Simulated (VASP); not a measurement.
# Li (R-3m) in VASP: single point with PBE

Aim: the single point of Li with PBE.

All numbers are computed with VASP 6.6.1; they aren't measurements. Logs are shortened: lines on timing, memory, paths and dates and some standing lists are left out, and cuts for length are marked.

## (1) The cell of the first run

It takes space group R-3m (No. 166, trigonal). Conventional cell: a = 3.072 Å, b = 3.072 Å, c = 7.353 Å, α = 90.00°, β = 90.00°, γ = 120.00°. Li (site symmetry -3m) has 12 Li at 3.02 to 3.07 Å within 4.0 Å.

## (2) Single point, PBE

The input, INCAR:

```
SYSTEM = Li
ALGO = Fast
EDIFF = 1E-6
ENCUT = 520
GGA = PE
ISIF = 2
ISMEAR = 0
LASPH = .True.
LCHARG = .False.
LREAL = .False.
LWAVE = .False.
NBANDS = 10
NELM = 60
PREC = Accurate
SIGMA = 0.1
```

The input, KPOINTS:

```
k-points
0
Gamma
  6 6 6
  0 0 0
```

The input, POSCAR:

```
Li
1.0
    1.5359183942      0.8867628983      4.9018055769
   -1.5359183942      0.8867628983      4.9018055769
    0.0000000000     -1.7735257967      4.9018055769
Li
2
Direct
    0.2500479163      0.2500479163      0.2500479163
    0.7499520837      0.7499520837      0.7499520837
```

Potentials or basis: VASP PAW PBE potentials, release 64 (Li_sv).

Run with:

```sh
cat potpaw_PBE.64/Li_sv/POTCAR > POTCAR
mpirun -np 1 vasp_std > vasp.out
```

OUTCAR:

```text
SYSTEM = Li
   EDIFF = 1E-6
   ENCUT = 520
   GGA = PE
   ISIF = 2
   ISMEAR = 0
   LASPH = .True.
   LREAL = .False.
   NELM = 60
   PREC = Accurate

 ion  position               nearest neighbor table
   1  0.250  0.250  0.250-
   2  0.750  0.750  0.750-

  LATTYP: Found a trigonal (rhomboedric) cell.
 ALAT       =     5.2127815670
 COS(alpha) =     0.8263690166

  Lattice vectors:

 A1 = (   1.5359183942,   0.8867628983,   4.9018055769)
 A2 = (  -1.5359183942,   0.8867628983,   4.9018055769)
 A3 = (   0.0000000000,  -1.7735257967,   4.9018055769)

Analysis of symmetry for initial positions (statically):
=====================================================================
 Subroutine PRICEL returns:
 Original cell was already a primitive cell.

 Routine SETGRP: Setting up the symmetry group for a
 trigonal (rhombohedral) supercell.

 Subroutine GETGRP returns: Found 12 space group operations
 (whereof 12 operations were pure point group operations)
 out of a pool of 12 trial point group operations.

The static configuration has the point symmetry D_3d.

Analysis of symmetry for dynamics (positions and initial velocities):
=====================================================================
 Subroutine PRICEL returns:
 Original cell was already a primitive cell.

 Routine SETGRP: Setting up the symmetry group for a
 trigonal (rhombohedral) supercell.

 Subroutine GETGRP returns: Found 12 space group operations
 (whereof 12 operations were pure point group operations)
 out of a pool of 12 trial point group operations.

The dynamic configuration has the point symmetry D_3d.

 Subroutine INISYM returns: Found 12 space group operations
 (whereof 12 operations are pure point group operations),
 and found     1 'primitive' translations

----------------------------------------------------------------------------------------

                                     Primitive cell

  volume of cell :      40.0574

  direct lattice vectors                    reciprocal lattice vectors
     1.535918394  0.886762898  4.901805577     0.325538129  0.187949526  0.068002153
    -1.535918394  0.886762898  4.901805577    -0.325538129  0.187949526  0.068002153
     0.000000000 -1.773525797  4.901805577     0.000000000 -0.375899053  0.068002153

  length of vectors
     5.212781567  5.212781567  5.212781567     0.382000511  0.382000511  0.382000511

  position of ions in fractional coordinates (direct lattice)
     0.250047916  0.250047916  0.250047916
[... 85 lines left out ...]
   ISYM   =      2    0-nonsym 1-usesym 2-fastsym
   POTIM  = 0.5000    time-step for ionic-motion
   TEBEG  =    0.0;   TEEND  =   0.0 temperature during run
   PSTRESS=    0.0 pullay stress
   NELECT =       6.0000    total number of electrons
   NUPDOWN=      -1.0000    fix difference up-down
   EMIN   =  10.00;   EMAX   =-10.00  energy-range for DOS
   EFERMI =   0.00;   METHOD = LEGACY
   ISMEAR =     0;   SIGMA  =   0.10  broadening in eV -4-tet -1-fermi 0-gaus
   EFERMI_NEDOS =   21; number of points for ismear=-14 and -15
   IALGO  =     68    algorithm
   IMIX   =      4    mixing-type and parameters
     AMIX     =   0.40;   BMIX     =  1.00
     AMIX_MAG =   1.60;   BMIX_MAG =  1.00
  volume/ion in A,a.u.               =      20.03       135.16
  Fermi-wavevector in a.u.,A,eV,Ry     =   0.869423  1.642970 10.284584  0.755896
  Thomas-Fermi vector in A             =   1.988243
   LORBIT       =      0    0 simple, 1 ext, 2 COOP (PROOUT), +10 PAW based schemes
   GGA     = PE    functional components
   LHFCALC =     F    Hartree Fock is set to
   AEXX    =    0.0000 exact exchange contribution
   IVDW    =     0    specifies the selected vdW correction
   LEPSILON=     F    determine dielectric tensor
   LRPA    =     F    only Hartree local field effects (RPA)
 non-spin polarized calculation
 RMM-DIIS sequential band-by-band and
 Gauss-broadening in eV      SIGMA  =   0.10
  energy-cutoff  :      520.00
  volume of cell :       40.06
 maximum number of plane-waves:      1090
   NGX = 19   NGY = 19   NGZ = 19

 number of electron       5.9999997 magnetization

 Free energy of the ion-electron system (eV)
  ---------------------------------------------------
  ext. energy  EPLUGINS =         0.00000000
  ---------------------------------------------------
  free energy    TOTEN  =        -3.79431384 eV

  energy without entropy =       -3.78915149  energy(sigma->0) =       -3.79173267

 E-fermi :   0.5527     XC(G=0):  -7.0737

 val. band max:        0.4834698151   @ k =   0.5000   0.3333   0.1667
 cond. band min:       0.5831874520   @ k =   0.5000   0.5000   0.1667
 fundamental gap:      0.0997176370
 Fermi energy:         0.5526888307

 k-point     1 :       0.0000    0.0000    0.0000
  band No.  band energies     occupation
      1     -45.8532      2.00000
      2     -45.8327      2.00000
      3      -2.9176      2.00000
      4       0.7662      0.00253
      5       3.8084      0.00000
      6      13.1353      0.00000
      7      13.1353      0.00000
      8      14.9641      0.00000
      9      14.9641      0.00000
     10      15.4319      0.00000
[... 287 lines left out ...]
 k-point    24 :      -0.3333    0.5000    0.1667
  band No.  band energies     occupation
      1     -45.8332      2.00000
      2     -45.8299      2.00000
      3       0.8423      0.00004
      4       1.5508      0.00000
      5       4.1968      0.00000
      6       5.8172      0.00000
      7       7.8575      0.00000
      8       9.9995      0.00000
      9      11.0065      0.00000
     10      11.7635      0.00000

 [... further k-points ...]

------------------------ aborting loop because EDIFF is reached ----------------------------------------

  FORCE on cell =-STRESS in cart. coord.  units (eV):
  Direction    XX          YY          ZZ          XY          YZ          ZX
  --------------------------------------------------------------------------------------
  -------------------------------------------------------------------------------------
  Total        0.0340686      0.0340686      0.0718797      0.0000000     -0.0000000      0.0000000
  in kB        1.3626424      1.3626424      2.8749719      0.0000000     -0.0000000      0.0000000
  external PRESSURE =       1.8667522 kB  Pullay stress =       0.0000000 kB

 VOLUME and BASIS-vectors are now :
 -----------------------------------------------------------------------------
  energy-cutoff  :      520.00
  volume of cell :       40.06
      direct lattice vectors                 reciprocal lattice vectors
     1.535918394  0.886762898  4.901805577     0.325538129  0.187949526  0.068002153
    -1.535918394  0.886762898  4.901805577    -0.325538129  0.187949526  0.068002153
     0.000000000 -1.773525797  4.901805577     0.000000000 -0.375899053  0.068002153

 POSITION                                       TOTAL-FORCE (eV/Angst)
 -----------------------------------------------------------------------------------
      0.00000     -0.00000      3.67706         0.000000      0.000000     -0.002139
      0.00000     -0.00000     11.02836         0.000000     -0.000000      0.002139
 -----------------------------------------------------------------------------------
    total drift:                               -0.000000      0.000000     -0.000000

  FREE ENERGIE OF THE ION-ELECTRON SYSTEM (eV)
  ---------------------------------------------------
  free  energy   TOTEN  =        -3.7943138412 eV

  energy  without entropy=       -3.7891514940  energy(sigma->0) =       -3.79173267
```

stdout:

```text
POSCAR found type information on POSCAR Li
 POSCAR found :  1 types and       2 ions
 scaLAPACK will be used
 LDA part: xc-table for (Slater+PW92), standard interpolation
 POSCAR, INCAR and KPOINTS ok, starting setup
 FFT: planning ... GRIDC
 FFT: planning ... GRID_SOFT
 FFT: planning ... GRID
 WAVECAR not read
 entering main loop
```

Run time: 30 s. Hardware: 1 thread of Intel Xeon Platinum 8488C (Sapphire Rapids), shared host; peak memory 0.21 GiB.

Results:

- Free energy: -3.7943 eV
- Band gap on the k mesh: zero (bands 3 and 4 overlap by 4.09 eV)

Forces on the atoms (eV/Å):
```
Li   0.000  0.000 -0.002
Li   0.000  0.000  0.002
```

Levels at points of the mesh, in eV from the Fermi level:
```
           k point  band 1  band 2  band 3  band 4  band 5  band 6  band 7  band 8
(0.00, 0.00, 0.00)  -46.41  -46.39   -3.47    0.21    3.26   12.58   12.58   14.41
(0.50, 0.00, 0.00)  -46.38  -46.38    0.57    0.57    4.52    4.52    8.80    8.80
(0.50, 0.50, 0.00)  -46.39  -46.38    0.04    1.64    3.01    4.86    8.39    8.83
(0.50, 0.50, 0.50)  -46.40  -46.40   -2.32   -2.31    8.51    8.52   13.07   13.07
```

Caveat: the k points lie up to 0.40 Å⁻¹ apart, too coarse for converged energies and pressures of a metal; the cutoff is under 1.25 times the usual one of these potentials, so pressure, stress and relaxed cells hold a basis-set (Pulay) error.
